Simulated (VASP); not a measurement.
# Mg2Sn (Fm-3m) in VASP: notebook, part 2 of 2

VASP 6.6.1. The steps go on from the part before.

### 4 Single point, r2SCAN (volume changed by +3%)

POSCAR reads:

```
Mg2Sn
1.0
    0.0000000000      3.4134021648      3.4134021648
    3.4134021648      0.0000000000      3.4134021648
    3.4134021648      3.4134021648      0.0000000000
Sn Mg
1 2
Direct
    0.0000000000      0.0000000000      0.0000000000
    0.2500000000      0.2500000000      0.2500000000
    0.7500000000      0.7500000000      0.7500000000
```

INCAR.step1 reads:

```
PREC = Accurate ; ENCUT = 660
ISMEAR = -1 ; SIGMA = 0.02
LREAL = F ; LASPH = T
NELM = 120 ; NBANDS = 16
GGA = PE ; ALGO = Normal
EDIFF = 1E-5 ; LWAVE = T
LCHARG = F ; GGA_COMPAT = F
```

INCAR.step2 reads:

```
PREC = Accurate ; ENCUT = 660
EDIFF = 1E-6 ; ISMEAR = -1
SIGMA = 0.02 ; LREAL = F
LASPH = T ; NELM = 120
ALGO = Normal ; ISIF = 2
LWAVE = F ; LCHARG = T
METAGGA = R2SCAN ; LMIXTAU = T
LELF = T ; LVHAR = T
NBANDS = 16 ; ISTART = 1
GGA_COMPAT = F
```

KPOINTS reads:

```
regular mesh
0
Gamma
  6 6 6
```

Potentials or basis: VASP PAW PBE potentials, release 64 (Sn_d, Mg).

Started as:

```bash
cat potpaw_PBE.64/Sn_d/POTCAR potpaw_PBE.64/Mg/POTCAR > POTCAR
cp INCAR.step1 INCAR
mpirun -np 1 vasp_std > vasp.out
cp INCAR.step2 INCAR
mpirun -np 1 vasp_std > vasp.out
```

OUTCAR:

```text
PREC = Accurate
   ENCUT = 660
   EDIFF = 1E-6
   ISMEAR = -1
   LREAL = F
   LASPH = T
   NELM = 120
   ISIF = 2
   METAGGA = R2SCAN
   ISTART = 1

 ion  position               nearest neighbor table
   1  0.000  0.000  0.000-   3 2.96   3 2.96   3 2.96   2 2.96   2 2.96   2 2.96   3 2.96   2 2.96

   2  0.250  0.250  0.250-   1 2.96   1 2.96   1 2.96   1 2.96   3 3.41   3 3.41   3 3.41   3 3.41
                             3 3.41   3 3.41
   3  0.750  0.750  0.750-   1 2.96   1 2.96   1 2.96   1 2.96   2 3.41   2 3.41   2 3.41   2 3.41
                             2 3.41   2 3.41

  LATTYP: Found a face centered cubic cell.
 ALAT       =     6.8268043296

  Lattice vectors:

 A1 = (   0.0000000000,   3.4134021648,   3.4134021648)
 A2 = (   3.4134021648,   0.0000000000,   3.4134021648)
 A3 = (   3.4134021648,   3.4134021648,   0.0000000000)

Analysis of symmetry for initial positions (statically):
=====================================================================
 Subroutine PRICEL returns:
 Original cell was already a primitive cell.

 Routine SETGRP: Setting up the symmetry group for a
 face centered cubic supercell.

 Subroutine GETGRP returns: Found 48 space group operations
 (whereof 48 operations were pure point group operations)
 out of a pool of 48 trial point group operations.

The static configuration has the point symmetry O_h .

Analysis of symmetry for dynamics (positions and initial velocities):
=====================================================================
 Subroutine PRICEL returns:
 Original cell was already a primitive cell.

 Routine SETGRP: Setting up the symmetry group for a
 face centered cubic supercell.

 Subroutine GETGRP returns: Found 48 space group operations
 (whereof 48 operations were pure point group operations)
 out of a pool of 48 trial point group operations.

The dynamic configuration has the point symmetry O_h .

[... 107 lines left out ...]
   EFERMI_NEDOS =   21; number of points for ismear=-14 and -15
   IALGO  =     38    algorithm
   IMIX   =      4    mixing-type and parameters
     AMIX     =   0.40;   BMIX     =  1.00
     AMIX_MAG =   1.60;   BMIX_MAG =  1.00
  volume/ion in A,a.u.               =      26.51       178.92
  Fermi-wavevector in a.u.,A,eV,Ry     =   0.997627  1.885242 13.541330  0.995260
  Thomas-Fermi vector in A             =   2.129796
   LORBIT       =      0    0 simple, 1 ext, 2 COOP (PROOUT), +10 PAW based schemes
   METAGGA = R2SCAN    functional components
   LHFCALC =     F    Hartree Fock is set to
   AEXX    =    0.0000 exact exchange contribution
   IVDW    =     0    specifies the selected vdW correction
   LEPSILON=     F    determine dielectric tensor
   LRPA    =     F    only Hartree local field effects (RPA)
 non-spin polarized calculation
  energy-cutoff  :      660.00
  volume of cell :       79.54
 maximum number of plane-waves:      3119
   NGX = 21   NGY = 21   NGZ = 21

 number of electron      18.0000004 magnetization

 Free energy of the ion-electron system (eV)
  ---------------------------------------------------
  ext. energy  EPLUGINS =         0.00000000
  ---------------------------------------------------
  free energy    TOTEN  =       -33.79651315 eV

  energy without entropy =      -33.79629771  energy(sigma->0) =      -33.79640543

 E-fermi :   4.0526     XC(G=0):  -9.1807

 val. band max:        3.9930903181   @ k =   0.0000   0.0000   0.0000
 cond. band min:       4.1122005055   @ k =   0.5000   0.5000   0.0000
 fundamental gap:      0.1191101874
 Fermi energy:         4.0526450096

 k-point     1 :       0.0000    0.0000    0.0000
  band No.  band energies     occupation
      1     -17.4435      2.00000
      2     -17.4435      2.00000
      3     -17.4435      2.00000
      4     -17.3995      2.00000
      5     -17.3995      2.00000
      6      -5.3588      2.00000
[... 281 lines left out ...]
      3     -17.4362      2.00000
      4     -17.4008      2.00000
      5     -17.3970      2.00000
      6      -3.5281      2.00000
[... 8 lines left out ...]
     15      12.4163      0.00000
     16      12.6994      0.00000

------------------------ aborting loop because EDIFF is reached ----------------------------------------

  FORCE on cell =-STRESS in cart. coord.  units (eV):
  Direction    XX          YY          ZZ          XY          YZ          ZX
  --------------------------------------------------------------------------------------
  -------------------------------------------------------------------------------------
  Total       -0.7308325     -0.7308325     -0.7308325      0.0000000      0.0000000      0.0000000
  in kB      -14.7209565    -14.7209565    -14.7209565      0.0000000      0.0000000      0.0000000
  external PRESSURE =     -14.7209565 kB  Pullay stress =       0.0000000 kB

 VOLUME and BASIS-vectors are now :
 -----------------------------------------------------------------------------
  energy-cutoff  :      660.00
  volume of cell :       79.54
      direct lattice vectors                 reciprocal lattice vectors
     0.000000000  3.413402165  3.413402165    -0.146481421  0.146481421  0.146481421
     3.413402165  0.000000000  3.413402165     0.146481421 -0.146481421  0.146481421
     3.413402165  3.413402165  0.000000000     0.146481421  0.146481421 -0.146481421

 POSITION                                       TOTAL-FORCE (eV/Angst)
 -----------------------------------------------------------------------------------
      0.00000      0.00000      0.00000         0.000000     -0.000000     -0.000000
      1.70670      1.70670      1.70670         0.000000      0.000000     -0.000000
      5.12010      5.12010      5.12010        -0.000000     -0.000000      0.000000
 -----------------------------------------------------------------------------------
    total drift:                               -0.000000      0.000000     -0.000000

  FREE ENERGIE OF THE ION-ELECTRON SYSTEM (eV)
  ---------------------------------------------------
  free  energy   TOTEN  =       -33.7965131537 eV

  energy  without entropy=      -33.7962977127  energy(sigma->0) =      -33.79640543
```

OUTCAR.step1:

```text
PREC = Accurate
   ENCUT = 660
   ISMEAR = -1
   LREAL = F
   LASPH = T
[... 519 lines left out ...]
      0.00000      0.00000      0.00000        -0.000000      0.000000      0.000000
      1.70670      1.70670      1.70670         0.000000      0.000000      0.000000
      5.12010      5.12010      5.12010        -0.000000     -0.000000     -0.000000
 -----------------------------------------------------------------------------------
    total drift:                               -0.000000      0.000000     -0.000000

  FREE ENERGIE OF THE ION-ELECTRON SYSTEM (eV)
  ---------------------------------------------------
  free  energy   TOTEN  =        -7.4066009678 eV

  energy  without entropy=       -7.4065617791  energy(sigma->0) =       -7.40658137
```

OSZICAR.step1:

```text
N       E                     dE             d eps       ncg     rms          rms(c)
DAV:   1     0.101231290830E+03    0.10123E+03   -0.93068E+03   528   0.135E+03
DAV:   2     0.133822407608E+01   -0.99893E+02   -0.97298E+02   544   0.341E+02
DAV:   3    -0.747379454782E+01   -0.88120E+01   -0.87626E+01   688   0.820E+01
DAV:   4    -0.770154404097E+01   -0.22775E+00   -0.22772E+00   632   0.137E+01
DAV:   5    -0.770947095222E+01   -0.79269E-02   -0.79268E-02   768   0.239E+00    0.319E+00
DAV:   6    -0.746493077137E+01    0.24454E+00   -0.22337E-01   640   0.193E+00    0.175E+00
DAV:   7    -0.740465983405E+01    0.60271E-01   -0.19026E-01   640   0.256E+00    0.481E-01
DAV:   8    -0.740634948734E+01   -0.16897E-02   -0.17035E-02   632   0.148E+00    0.192E-01
DAV:   9    -0.740657318944E+01   -0.22370E-03   -0.14292E-03   688   0.458E-01    0.482E-02
DAV:  10    -0.740658241391E+01   -0.92245E-05   -0.11515E-04   592   0.740E-02    0.222E-02
DAV:  11    -0.740660134231E+01   -0.18928E-04   -0.79818E-05   544   0.706E-02    0.102E-02
DAV:  12    -0.740660096780E+01    0.37451E-06   -0.29120E-06   416   0.160E-02
   1 F= -.74066010E+01 E0= -.74065814E+01  d E =-.391887E-04
```

Run time: 75 s. Hardware: 1 thread of AMD EPYC 9R45 (Zen 5), shared host; peak memory 0.24 GiB.

Results:

```yaml
Free_energy: -33.7965 eV
Pressure: -1.5 GPa
Band_gap_on_the_k_mesh: 0.12 eV, indirect (least direct gap 1.83 eV)
```

Caveat: the PAW data sets were made with another functional, which shifts forces and pressure a little; spin-orbit coupling is left out, which moves the levels of the heavy elements.

### 5 Single point, r2SCAN (volume changed by +6%)

POSCAR reads:

```
Mg2Sn
1.0
    0.0000000000      3.4462253531      3.4462253531
    3.4462253531      0.0000000000      3.4462253531
    3.4462253531      3.4462253531      0.0000000000
Sn Mg
1 2
Direct
    0.0000000000      0.0000000000      0.0000000000
    0.2500000000      0.2500000000      0.2500000000
    0.7500000000      0.7500000000      0.7500000000
```

INCAR.step1 reads:

```
SYSTEM = Mg2Sn
PREC = Accurate
ENCUT = 660
ISMEAR = -1
SIGMA = 0.02
LREAL = .FALSE.
LASPH = .TRUE.
NELM = 120
NBANDS = 16
GGA = PE
ALGO = Normal
EDIFF = 1E-5
LWAVE = .TRUE.
LCHARG = .FALSE.
GGA_COMPAT = .FALSE.
```

INCAR.step2 reads:

```
SYSTEM = Mg2Sn
PREC = Accurate
ENCUT = 660
EDIFF = 1E-6
ISMEAR = -1
SIGMA = 0.02
LREAL = .FALSE.
LASPH = .TRUE.
NELM = 120
ALGO = Normal
ISIF = 2
LWAVE = .FALSE.
LCHARG = .FALSE.
METAGGA = R2SCAN
LMIXTAU = .TRUE.
NBANDS = 16
ISTART = 1
GGA_COMPAT = .FALSE.
```

KPOINTS reads:

```
Automatic mesh
0
G
  6 6 6
  0 0 0
```

Started as:

```bash
cat potpaw_PBE.64/Sn_d/POTCAR potpaw_PBE.64/Mg/POTCAR > POTCAR
cp INCAR.step1 INCAR
mpirun -np 1 vasp_std > vasp.out
cp INCAR.step2 INCAR
mpirun -np 1 vasp_std > vasp.out
```

Wall time 88 s (1 thread of AMD EPYC 9R45 (Zen 5), shared host); peak memory 0.26 GiB.

Results (log left out):

| Item | Value |
| --- | --- |
| Free energy | -33.7670 eV |
| Pressure | -2.6 GPa |
| Band gap on the k mesh | 0.07 eV, indirect (least direct gap 1.66 eV) |

Levels at points of the mesh, in eV from the valence-band top:
| k point | band 7 | band 8 | band 9 | band 10 | band 11 | band 12 |
| --- | --- | --- | --- | --- | --- | --- |
| (0.00, 0.00, 0.00) | 0.00 | 0.00 | 0.00 | 1.66 | 2.30 | 2.30 |
| (0.50, 0.00, 0.00) | -4.77 | -0.85 | -0.85 | 0.89 | 2.43 | 2.43 |
| (0.50, 0.50, 0.00) | -4.56 | -2.11 | -2.11 | 0.07 | 0.46 | 7.60 |

Caveat: the PAW data sets were made with another functional, which shifts forces and pressure a little; spin-orbit coupling is left out, which moves the levels of the heavy elements.

### 6 The runs side by side

```tsv
cell	gap on the mesh (eV)	pressure (GPa)
a = 4.780 Å, angles 60.0°, 3 atoms	0.17	-0.2
a = 4.827 Å, angles 60.0°, 3 atoms	0.12	-1.5
a = 4.874 Å, angles 60.0°, 3 atoms	0.07	-2.6
```

Alike in all rows: task single point; level r2SCAN; potentials or basis VASP PAW PBE potentials, release 64 (Sn_d, Mg); no spin polarisation; k mesh 6 × 6 × 6; cutoff (eV) 660; smearing fermi-dirac 0.02 eV.

Caveats: the PAW data sets were made with another functional, which shifts forces and pressure a little; spin-orbit coupling is left out, which moves the levels of the heavy elements.

Absolute energies hang on the potentials; compare differences alone.
